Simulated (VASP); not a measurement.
Here is a VASP 6.6.1 calculation.

Contents of INCAR:

```
PREC = Accurate ; ENCUT = 520
EDIFF = 1E-6 ; ISMEAR = -1
SIGMA = 0.05 ; LREAL = F
LASPH = T ; NELM = 60
ALGO = Normal ; ISIF = 2
LWAVE = F ; LCHARG = F
GGA = PS ; NBANDS = 41
```

Contents of KPOINTS:

```
Automatic mesh
0
Gamma
  4 4 1
```

POSCAR

```
Al5InAs5P
1.0
    2.9390050000      2.9390050000      0.0000000000
   -2.9390050000      2.9390050000      0.0000000000
    0.0000000000      0.0000000000     16.7419170000
In Al P As
1 5 1 5
Direct
    0.0290420000      0.9998990000      0.9917490000
    0.0308520000      0.9745890000      0.3314460000
    0.0042490000      0.9942120000      0.6723880000
    0.5053770000      0.4883120000      0.1766150000
    0.5086760000      0.4765730000      0.5040460000
    0.4692530000      0.4513670000      0.8322580000
    0.4822390000      0.0195400000      0.0879110000
    0.5364740000      0.0067400000      0.4192950000
    0.4869730000      0.9485910000      0.7488170000
    0.9841500000      0.5256200000      0.2577120000
    0.9778540000      0.5053470000      0.5821380000
    0.9831090000      0.5224120000      0.9118270000
```

Potentials or basis: VASP PAW PBE potentials, release 64 (In_d, Al, P, As).

Run with:

```bash
$ cat potpaw_PBE.64/In_d/POTCAR potpaw_PBE.64/Al/POTCAR potpaw_PBE.64/P/POTCAR potpaw_PBE.64/As/POTCAR > POTCAR
$ mpirun -np 1 vasp_std > vasp.out
```

Problem. What does it give for the band gap on the k mesh?

Solution. 0.77 eV, direct.

Problem. Predict the largest force.

Solution. 2.934 eV/Å.

Problem. What does it give for the pressure?

Solution. -1.2 GPa.

Forces in eV/Å, atoms in the order of the input:
```
In  -1.538  0.395  2.210
Al  -1.536  1.720  1.814
Al  -0.662 -0.378 -1.174
Al  -1.058 -0.166 -1.408
Al  -1.302 -0.156 -0.625
Al   0.159  0.397 -0.231
P    1.264  0.421  0.825
As   0.417 -0.939 -0.372
As   0.186  0.667  0.560
As   2.150 -1.163 -1.096
As   1.149  0.673  1.101
As   0.770 -1.471 -1.603
```

Caveat: the PAW data sets were made with another functional, which shifts forces and pressure a little; spin-orbit coupling is left out, which moves the levels of the heavy elements.
